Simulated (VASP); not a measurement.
The system is Ta3AsAu2O13.

```
Ta As Au O
1.0
     6.80067   -1.92163   -0.02621
     6.80067    1.92163   -0.02621
    -1.72225    0.00000   10.37288
Ta As Au O
3 1 2 13
Direct
  0.29832 0.29832 0.63042
  0.35838 0.35838 0.00386
  0.64153 0.64153 0.99841
  0.70210 0.70210 0.36249
  0.60176 0.60176 0.63181
  0.39989 0.39989 0.36577
  0.34257 0.34257 0.80557
  0.41638 0.41638 0.55635
  0.78159 0.78159 0.59389
  0.65958 0.65958 0.20071
  0.59095 0.59095 0.43486
  0.21897 0.21897 0.41156
  0.61546 0.61546 0.82214
  0.14400 0.14400 0.64097
  0.38300 0.38300 0.17947
  0.84498 0.84498 0.35825
  0.50050 0.50050 0.00258
  0.81269 0.81269 0.99232
  0.18737 0.18737 0.00856
```

```yaml
Program: VASP 6.6.1
Task: relaxation of cell and atoms
Functional: PBEsol
Potentials_or_basis: VASP PAW PBE potentials, release 64 (Ta_pv, As, Au, O)
Cutoff: 600 eV
k_mesh: 7 × 7 × 3
Occupations: fermi-dirac, width 0.05 eV
Spin: no spin polarisation
```

At the start: pressure -4.7 GPa; volume 14.26 Å³/atom.

Task: How do energy, volume and symmetry change on relaxing?

Result: Over 40 steps the energy falls by 8.0 meV/atom and the volume is 13.78 Å³/atom (-3.3 %); space group Cm (No. 8, to 0.1 Å) before and after.

Step by step:
```tsv
step	energy change (eV)	largest force (eV/Å)	pressure (GPa)	volume (Å³)
1	0.0000	0.3263	-4.66	270.94
2	0.0852	0.7307	7.31	254.99
3	-0.1122	0.4283	0.11	263.90
4	-0.1064	0.7898	-0.24	262.90
5	-0.1225	0.2379	-0.07	263.46
6	-0.1320	0.1732	-0.05	263.01
7	-0.1350	0.2721	-0.01	262.56
8	-0.1395	0.2173	0.01	262.24
9	-0.1395	0.2241	0.02	262.23
10	-0.1419	0.1149	0.01	262.11
11	-0.1420	0.1305	0.01	262.10
12	-0.1443	0.0888	0.01	262.03
13	-0.1447	0.1060	0.02	261.98
14	-0.1464	0.1006	0.01	261.96
15	-0.1467	0.1263	0.01	261.96
16	-0.1482	0.0872	-0.01	261.96
17	-0.1487	0.1308	-0.04	261.97
18	-0.1498	0.0573	0.00	261.93
19	-0.1499	0.0930	0.01	261.91
20	-0.1505	0.0473	0.01	261.91
21	-0.1507	0.0531	0.00	261.91
22	-0.1510	0.0285	0.01	261.91
23	-0.1511	0.0714	0.02	261.91
24	-0.1513	0.0383	-0.01	261.95
25	-0.1513	0.0384	-0.01	261.95
26	-0.1514	0.0183	-0.01	261.94
27	-0.1514	0.0306	0.00	261.93
28	-0.1515	0.0167	0.00	261.92
29	-0.1515	0.0177	0.00	261.92
30	-0.1514	0.0306	0.00	261.91
31	-0.1515	0.0207	0.00	261.92
32	-0.1515	0.0195	0.00	261.91
33	-0.1515	0.0235	0.00	261.90
34	-0.1515	0.0133	0.00	261.90
35	-0.1516	0.0155	0.01	261.88
36	-0.1516	0.0122	0.00	261.89
37	-0.1516	0.0137	0.00	261.89
38	-0.1516	0.0104	-0.01	261.90
39	-0.1516	0.0124	-0.01	261.90
40	-0.1516	0.0063	0.00	261.89
```

Final structure:
```yaml
crystal:
  lattice:
    - [6.71167, -1.90703, -0.05132]
    - [6.71167, 1.90703, -0.05132]
    - [-1.73856, 0.00000, 10.24375]
  atoms:
    - { symbol: Ta, position: [0.29568, 0.29568, 0.62775] }
    - { symbol: Ta, position: [0.35724, 0.35724, 0.00441] }
    - { symbol: Ta, position: [0.64267, 0.64267, 0.00079] }
    - { symbol: As, position: [0.70464, 0.70464, 0.36695] }
    - { symbol: Au, position: [0.60058, 0.60058, 0.63179] }
    - { symbol: Au, position: [0.40170, 0.40170, 0.36801] }
    - { symbol: O, position: [0.33973, 0.33973, 0.80491] }
    - { symbol: O, position: [0.41728, 0.41728, 0.55944] }
    - { symbol: O, position: [0.77880, 0.77880, 0.58237] }
    - { symbol: O, position: [0.66212, 0.66212, 0.20157] }
    - { symbol: O, position: [0.58958, 0.58958, 0.43438] }
    - { symbol: O, position: [0.21970, 0.21970, 0.41196] }
    - { symbol: O, position: [0.61511, 0.61511, 0.82194] }
    - { symbol: O, position: [0.14183, 0.14183, 0.63909] }
    - { symbol: O, position: [0.38423, 0.38423, 0.18179] }
    - { symbol: O, position: [0.84799, 0.84799, 0.35812] }
    - { symbol: O, position: [0.50022, 0.50022, 0.00272] }
    - { symbol: O, position: [0.81197, 0.81197, 0.99260] }
    - { symbol: O, position: [0.18893, 0.18893, 0.00940] }
```

Caveat: the PAW data sets were made with another functional, which shifts forces and pressure a little.
